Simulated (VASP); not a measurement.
# Ta (P-1) in VASP: further runs

The runs below take Ta through relaxation of cell and atoms, with PBE.

All numbers are computed with VASP 6.6.1; they aren't measurements. Logs are shortened: lines on timing, memory, paths and dates and some standing lists are left out, and cuts for length are marked.

## (1) The cell of the first run

The typed cell holds 2 atoms: a = 2.900 Å, b = 2.900 Å, c = 5.166 Å, α = 90.00°, β = 90.00°, γ = 120.00°.

## (2) Relaxation of cell and atoms, PBE, target pressure 2 GPa, at which the enthalpy is minimised

The input, INCAR:

```
PREC = Accurate ; ENCUT = 600
EDIFF = 1E-6 ; ISMEAR = -1
SIGMA = 0.05 ; LREAL = False
LASPH = True ; NELM = 60
ALGO = Fast ; ISIF = 3
LWAVE = False ; LCHARG = False
GGA = PE ; IBRION = 2
NSW = 60 ; EDIFFG = -0.01
PSTRESS = 20.0
```

The input, KPOINTS:

```
Automatic mesh
0
Gamma
  11 11 5
```

The input, POSCAR:

```
Ta
1.0
    2.9003720700      0.0000000000      0.0000000000
   -1.4501860400      2.5117959000      0.0000000000
    0.0000000000      0.0000000000      5.1662740000
Ta
2
Direct
    0.5850063500      0.2944316600      0.7321313500
    0.4149936500      0.7055683400      0.2678686500
```

Potentials or basis: VASP PAW PBE potentials, release 64 (Ta_pv).

Command:

```bash
> cat potpaw_PBE.64/Ta_pv/POTCAR > POTCAR
> mpirun -np 1 vasp_std > vasp.out
```

OUTCAR:

```text
PREC = Accurate
   ENCUT = 600
   EDIFF = 1E-6
   ISMEAR = -1
   LREAL = False
   LASPH = True
   NELM = 60
   ISIF = 3
   GGA = PE
   IBRION = 2
   NSW = 60
   EDIFFG = -0.01
   PSTRESS = 20.0

 ion  position               nearest neighbor table
   1  0.585  0.294  0.732-   2 2.83   2 2.84   2 3.15   2 3.16   2 3.18   2 3.47
   2  0.415  0.706  0.268-   1 2.83   1 2.84   1 3.15   1 3.16   1 3.18   1 3.47

  LATTYP: Found a hexagonal cell.
 ALAT       =     2.9003720700
 C/A-ratio  =     1.7812452593

  Lattice vectors:

 A1 = (   2.9003720700,   0.0000000000,   0.0000000000)
 A2 = (  -1.4501860400,   2.5117959000,   0.0000000000)
 A3 = (   0.0000000000,   0.0000000000,   5.1662740000)

Analysis of symmetry for initial positions (statically):
=====================================================================
 Subroutine PRICEL returns:
 Original cell was already a primitive cell.

 Routine SETGRP: Setting up the symmetry group for a
 hexagonal supercell.

 Subroutine GETGRP returns: Found  2 space group operations
 (whereof  2 operations were pure point group operations)
 out of a pool of 24 trial point group operations.

The static configuration has the point symmetry S_2 .

Analysis of symmetry for dynamics (positions and initial velocities):
=====================================================================
 Subroutine PRICEL returns:
 Original cell was already a primitive cell.

 Routine SETGRP: Setting up the symmetry group for a
 hexagonal supercell.

 Subroutine GETGRP returns: Found  2 space group operations
 (whereof  2 operations were pure point group operations)
 out of a pool of 24 trial point group operations.

The dynamic configuration has the point symmetry S_2 .

 Subroutine INISYM returns: Found  2 space group operations
 (whereof  2 operations are pure point group operations),
 and found     1 'primitive' translations

----------------------------------------------------------------------------------------

                                     Primitive cell

  volume of cell :      37.6370

  direct lattice vectors                    reciprocal lattice vectors
     2.900372070  0.000000000  0.000000000     0.344783351  0.199060760  0.000000000
    -1.450186040  2.511795900  0.000000000     0.000000000  0.398121519  0.000000000
     0.000000000  0.000000000  5.166274000     0.000000000  0.000000000  0.193563098

  length of vectors
[... 105 lines left out ...]
  Thomas-Fermi vector in A             =   2.494743
   LORBIT       =      0    0 simple, 1 ext, 2 COOP (PROOUT), +10 PAW based schemes
   GGA     = PE    functional components
   LHFCALC =     F    Hartree Fock is set to
   AEXX    =    0.0000 exact exchange contribution
   IVDW    =     0    specifies the selected vdW correction
   LEPSILON=     F    determine dielectric tensor
   LRPA    =     F    only Hartree local field effects (RPA)
 conjugate gradient relaxation of ions
 non-spin polarized calculation
 RMM-DIIS sequential band-by-band and
  energy-cutoff  :      600.00
  volume of cell :       37.64
 maximum number of plane-waves:      1275
   NGX = 11   NGY = 11   NGZ = 21

--------------------------------------- Ionic step        1  -------------------------------------------

 number of electron      21.9999999 magnetization

 Free energy of the ion-electron system (eV)
  ---------------------------------------------------
  ext. energy  EPLUGINS =         0.00000000
  ---------------------------------------------------
  free energy    TOTEN  =       -23.04668113 eV

  energy without entropy =      -23.02596912  energy(sigma->0) =      -23.03632512

------------------------ aborting loop because EDIFF is reached ----------------------------------------

  FORCE on cell =-STRESS in cart. coord.  units (eV):
  Direction    XX          YY          ZZ          XY          YZ          ZX
  --------------------------------------------------------------------------------------
  -------------------------------------------------------------------------------------
  Total        0.0033337      1.5897917     -0.3359905     -1.4595864     -0.3538175     -0.5712362
  in kB        0.1419122     67.6760980    -14.3028328    -62.1333665    -15.0617156    -24.3170442
  external PRESSURE =      -2.1616075 kB  Pullay stress =      20.0000000 kB
[... 97 lines left out ...]
  energy  without entropy=      -23.3679283899  energy(sigma->0) =      -23.37922262

  enthalpy is  TOTEN    =       -22.9246382502 eV   P V=        0.4658785940

[... ionic steps 4 to 20 ...]

--------------------------------------- Ionic step       21  -------------------------------------------

 number of electron      22.0000000 magnetization

------------------------ aborting loop because EDIFF is reached ----------------------------------------
[... 71 lines left out ...]
--------------------------------------- Ionic step       23  -------------------------------------------

 number of electron      22.0000000 magnetization

 Free energy of the ion-electron system (eV)
  ---------------------------------------------------
  ext. energy  EPLUGINS =         0.00000000
  ---------------------------------------------------
  free energy    TOTEN  =       -23.63097157 eV

  energy without entropy =      -23.60939706  energy(sigma->0) =      -23.62018432

 E-fermi :   5.4527     XC(G=0): -12.5936

 val. band max:        5.4526013363   @ k =   0.0909   0.0909   0.4000
 cond. band min:       5.4529920702   @ k =  -0.1818   0.0909   0.4000
 fundamental gap:      0.0003907338
 Fermi energy:         5.4526567732

 k-point     1 :       0.0000    0.0000    0.0000
  band No.  band energies     occupation
      1     -28.7972      2.00000
      2     -28.0127      2.00000
      3     -27.6438      2.00000
      4     -27.6392      2.00000
      5     -27.6374      2.00000
      6     -27.6369      2.00000
      7      -2.4499      2.00000
      8       1.0944      2.00000
      9       3.9290      2.00000
     10       6.1763      0.00000
     11       6.1822      0.00000
     12       6.1974      0.00000
     13       7.0194      0.00000
     14       9.3117      0.00000
[... 401 lines left out ...]
      2     -28.2943      2.00000
      3     -28.1514      2.00000
      4     -27.8136      2.00000
      5     -27.7119      2.00000
      6     -27.7094      2.00000
      7      -0.4935      2.00000
      8       2.7868      2.00000
      9       4.3445      2.00000
     10       4.5379      2.00000
     11       5.0832      1.99877
     12       5.0849      1.99872
     13       8.6995      0.00000
     14       8.7570      0.00000
     15       9.2332      0.00000

 [... further k-points ...]
[... 5 lines left out ...]
  --------------------------------------------------------------------------------------
  -------------------------------------------------------------------------------------
  Total        0.4635467      0.4635470      0.4477665     -0.0077052      0.0032950      0.0007760
  in kB       20.5212346     20.5212493     19.8226474     -0.3411090      0.1458691      0.0343557
  external PRESSURE =       0.2883771 kB  Pullay stress =      20.0000000 kB
[... 21 lines left out ...]
  energy  without entropy=      -23.6093970647  energy(sigma->0) =      -23.62018432

  enthalpy is  TOTEN    =       -23.1791988918 eV   P V=        0.4517726825

 reached required accuracy - stopping structural energy minimisation
```

Wall time 48 min (1 thread of Intel Xeon 8259CL, shared host); peak memory 0.35 GiB.

Results:

| Item | Value |
| --- | --- |
| Free energy | -23.6310 eV |
| Relaxed volume | 18.10 Å³/atom |
| Relaxed cell | a = 2.865 Å, b = 3.307 Å, c = 4.676 Å, α = 90.01°, β = 90.00°, γ = 125.24° |
| Space group after relaxing (to 0.1 Å) | Im-3m (No. 229) |
| Energy change on relaxing (the run minimises the enthalpy) | -292.1 meV/atom |
| Ionic steps | 23 |
| Pressure after relaxing | 2.0 GPa |
| Largest force after relaxing | 0.007 eV/Å |
| Band gap on the k mesh | zero (bands 11 and 12 overlap by 2.24 eV) |

Forces in eV/Å, atoms in the order of the input:
```
Ta   0.006  0.004 -0.001
Ta  -0.006 -0.004  0.001
```

The path:
```tsv
step	energy change (eV)	largest force (eV/Å)	pressure (GPa)	volume (Å³)
1	0.0000	1.8997	1.78	37.64
2	-0.3238	0.6441	-1.57	37.42
3	-0.3438	0.8358	-1.42	37.32
4	-0.4134	0.7728	10.73	34.99
5	-0.4135	0.7743	10.68	35.00
6	-0.4665	0.6496	9.82	35.06
7	-0.5202	0.3706	8.78	35.12
8	-0.5602	0.3213	2.96	36.07
9	-0.5657	0.3060	1.19	36.37
10	-0.5695	0.2781	1.41	36.34
11	-0.5773	0.2003	1.86	36.23
12	-0.5771	0.0812	3.20	36.00
13	-0.5797	0.1184	2.63	36.09
14	-0.5837	0.0758	1.46	36.30
15	-0.5842	0.0693	1.23	36.34
16	-0.5845	0.0359	1.64	36.26
17	-0.5842	0.0100	1.95	36.20
18	-0.5840	0.0039	2.08	36.18
19	-0.5843	0.0057	1.94	36.20
20	-0.5846	0.0080	1.85	36.22
21	-0.5840	0.0066	2.20	36.16
22	-0.5842	0.0069	2.10	36.18
23	-0.5843	0.0069	2.03	36.19
```

Final structure:
```
CELL_PARAMETERS angstrom
2.85335 -0.26250 0.00073
-1.65248 2.86453 0.00041
-0.00155 -0.00245 4.67601
ATOMIC_POSITIONS crystal
Ta 0.49952 0.24975 0.75002
Ta 0.50048 0.75025 0.24998
```

Caveat: the cell is relaxed towards a set pressure, so the run minimises the enthalpy, not the energy; spin-orbit coupling is left out, which moves the levels of the heavy elements.

## (3) Relaxation of cell and atoms, PBE, target pressure 5 GPa, at which the enthalpy is minimised

The input, INCAR:

```
PREC     = Accurate       # precision mode
ENCUT    = 600            # plane-wave cutoff, eV
EDIFF    = 1E-6           # SCF threshold, eV
ISMEAR   = -1             # smearing method
SIGMA    = 0.05           # smearing width, eV
LREAL    = F              # projectors in reciprocal space
LASPH    = T              # aspherical terms in the spheres
NELM     = 80             # most SCF steps
ALGO     = Fast           # electronic algorithm
ISIF     = 3              # what is computed and relaxed
LWAVE    = F              # write WAVECAR
LCHARG   = F              # write CHGCAR
GGA      = PE             # functional
IBRION   = 2              # ionic algorithm
NSW      = 60             # ionic steps
EDIFFG   = -0.01          # ionic threshold
PSTRESS  = 50.0
```

KPOINTS is that of step 2.

POSCAR is that of step 2.

Potentials or basis: VASP PAW PBE potentials, release 64 (Ta_pv).

Command:

```bash
> cat potpaw_PBE.64/Ta_pv/POTCAR > POTCAR
> mpirun -np 1 vasp_std > vasp.out
```

OUTCAR:

```text
PREC = Accurate
   ENCUT = 600
   EDIFF = 1E-6
   ISMEAR = -1
   LREAL = F
   LASPH = T
   NELM = 80
   ISIF = 3
   GGA = PE
   IBRION = 2
   NSW = 60
   EDIFFG = -0.01
   PSTRESS = 50.0

 ion  position               nearest neighbor table
   1  0.585  0.294  0.732-   2 2.83   2 2.84   2 3.15   2 3.16   2 3.18   2 3.47
   2  0.415  0.706  0.268-   1 2.83   1 2.84   1 3.15   1 3.16   1 3.18   1 3.47

  LATTYP: Found a hexagonal cell.
 ALAT       =     2.9003720700
 C/A-ratio  =     1.7812452593

  Lattice vectors:

 A1 = (   2.9003720700,   0.0000000000,   0.0000000000)
 A2 = (  -1.4501860400,   2.5117959000,   0.0000000000)
 A3 = (   0.0000000000,   0.0000000000,   5.1662740000)

Analysis of symmetry for initial positions (statically):
=====================================================================
 Subroutine PRICEL returns:
 Original cell was already a primitive cell.

 Routine SETGRP: Setting up the symmetry group for a
 hexagonal supercell.

 Subroutine GETGRP returns: Found  2 space group operations
 (whereof  2 operations were pure point group operations)
 out of a pool of 24 trial point group operations.

The static configuration has the point symmetry S_2 .
[... 352 lines left out ...]
--------------------------------------- Ionic step       22  -------------------------------------------

 number of electron      22.0000002 magnetization

 Free energy of the ion-electron system (eV)
  ---------------------------------------------------
  ext. energy  EPLUGINS =         0.00000000
  ---------------------------------------------------
  free energy    TOTEN  =       -23.62007018 eV

  energy without entropy =      -23.59930289  energy(sigma->0) =      -23.60968654

 E-fermi :   5.5671     XC(G=0): -12.6656

 val. band max:        5.5618565532   @ k =   0.4545  -0.4545   0.2000
 cond. band min:       5.5683165803   @ k =  -0.3636  -0.1818   0.4000
 fundamental gap:      0.0064600271
 Fermi energy:         5.5671243867

 k-point     1 :       0.0000    0.0000    0.0000
  band No.  band energies     occupation
      1     -28.6801      2.00000
      2     -27.8572      2.00000
      3     -27.4730      2.00000
      4     -27.4682      2.00000
      5     -27.4663      2.00000
      6     -27.4640      2.00000
      7      -2.3894      2.00000
      8       1.1461      2.00000
      9       3.9967      2.00000
     10       6.2919      0.00000
     11       6.2978      0.00000
     12       6.3112      0.00000
     13       7.1981      0.00000
     14       9.4953      0.00000
[... 401 lines left out ...]
      2     -28.1536      2.00000
      3     -28.0047      2.00000
      4     -27.6490      2.00000
      5     -27.5446      2.00000
      6     -27.5403      2.00000
      7      -0.4042      2.00000
      8       2.8600      2.00000
      9       4.4292      2.00000
     10       4.6466      2.00000
     11       5.1748      1.99922
     12       5.1795      1.99914
     13       8.8651      0.00000
     14       8.9198      0.00000
     15       9.3965      0.00000

 [... further k-points ...]

------------------------ aborting loop because EDIFF is reached ----------------------------------------

  FORCE on cell =-STRESS in cart. coord.  units (eV):
  Direction    XX          YY          ZZ          XY          YZ          ZX
  --------------------------------------------------------------------------------------
  -------------------------------------------------------------------------------------
  Total        1.1202771      1.0962657      1.0984887     -0.0159091      0.0011776      0.0046817
  in kB       50.2986157     49.2205409     49.3203518     -0.7142908      0.0528721      0.2102019
  external PRESSURE =      -0.3868305 kB  Pullay stress =      50.0000000 kB
[... 21 lines left out ...]
  energy  without entropy=      -23.5993028905  energy(sigma->0) =      -23.60968654

  enthalpy is  TOTEN    =       -22.5064439880 eV   P V=        1.1136261950

 reached required accuracy - stopping structural energy minimisation
```

OSZICAR:

```text
N       E                     dE             d eps       ncg     rms          rms(c)
DAV:   1     0.175207351966E+03    0.17521E+03   -0.14250E+04  9090   0.168E+03
DAV:   2    -0.200662546743E+02   -0.19527E+03   -0.19354E+03 11162   0.419E+02
[... 205 lines left out ...]
  21 F= -.22506452E+02 E0= -.22496086E+02  d E =-.305958E-04
       N       E                     dE             d eps       ncg     rms          rms(c)
DAV:   1    -0.236201074324E+02   -0.59722E-03   -0.19289E-03  9272   0.497E-01    0.496E-02
RMM:   2    -0.236200781146E+02    0.29318E-04   -0.68715E-05  9152   0.869E-02    0.208E-02
RMM:   3    -0.236200697731E+02    0.83415E-05   -0.40217E-05  9197   0.577E-02    0.105E-02
RMM:   4    -0.236200701830E+02   -0.40990E-06   -0.44942E-06  7786   0.225E-02
  22 F= -.22506444E+02 E0= -.22496060E+02  d E =-.230681E-04
```

Run time: 50 min. Hardware: 1 thread of Intel Xeon 8259CL, shared host; peak memory 0.35 GiB.

What came out:

- Free energy: -23.6201 eV
- Relaxed volume: 17.84 Å³/atom
- Relaxed cell: a = 2.851 Å, b = 3.293 Å, c = 4.654 Å, α = 90.00°, β = 90.01°, γ = 125.23°
- Space group after relaxing (to 0.1 Å): Im-3m (No. 229)
- Energy change on relaxing (the run minimises the enthalpy): -286.7 meV/atom
- Ionic steps: 22
- Pressure after relaxing: 5.0 GPa
- Largest force after relaxing: 0.009 eV/Å
- Band gap on the k mesh: zero (bands 11 and 12 overlap by 2.33 eV)

Forces on the atoms (eV/Å):
```
Ta  -0.004 -0.003 -0.007
Ta   0.004  0.003  0.007
```

Step by step:
```tsv
step	energy change (eV)	largest force (eV/Å)	pressure (GPa)	volume (Å³)
1	0.0000	1.8997	1.78	37.64
2	-0.2841	0.6833	9.04	35.54
3	-0.2805	0.7911	11.04	35.18
4	-0.4599	0.7480	-4.15	37.64
5	-0.4486	0.7654	-1.54	37.13
6	-0.5274	0.6086	2.36	36.29
7	-0.5286	0.5557	4.45	35.90
8	-0.5468	0.3943	5.18	35.71
9	-0.5555	0.2063	6.77	35.40
10	-0.5537	0.1971	7.28	35.33
11	-0.5824	0.1576	1.56	36.27
12	-0.5721	0.1687	4.48	35.77
13	-0.5732	0.1039	4.72	35.73
14	-0.5729	0.0315	5.00	35.68
15	-0.5726	0.0201	5.05	35.67
16	-0.5735	0.0103	4.94	35.69
17	-0.5740	0.0089	4.80	35.71
18	-0.5739	0.0092	4.83	35.70
19	-0.5709	0.0057	5.43	35.61
20	-0.5728	0.0081	5.05	35.66
21	-0.5728	0.0071	5.08	35.67
22	-0.5734	0.0085	4.96	35.68
```

Final structure:
```
CELL_PARAMETERS angstrom
2.83869 -0.26186 0.00065
-1.64445 2.85266 0.00075
-0.00250 -0.00232 4.65416
ATOMIC_POSITIONS crystal
Ta 0.50029 0.25014 0.75010
Ta 0.49971 0.74986 0.24990
```

Levels at points of the mesh, in eV from the Fermi level:
| k point | band 8 | band 9 | band 10 | band 11 | band 12 | band 13 | band 14 | band 15 |
| --- | --- | --- | --- | --- | --- | --- | --- | --- |
| (0.00, 0.00, 0.00) | -4.42 | -1.57 | 0.72 | 0.73 | 0.74 | 1.63 | 3.93 | 4.04 |

Caveat: the cell is relaxed towards a set pressure, so the run minimises the enthalpy, not the energy; spin-orbit coupling is left out, which moves the levels of the heavy elements.
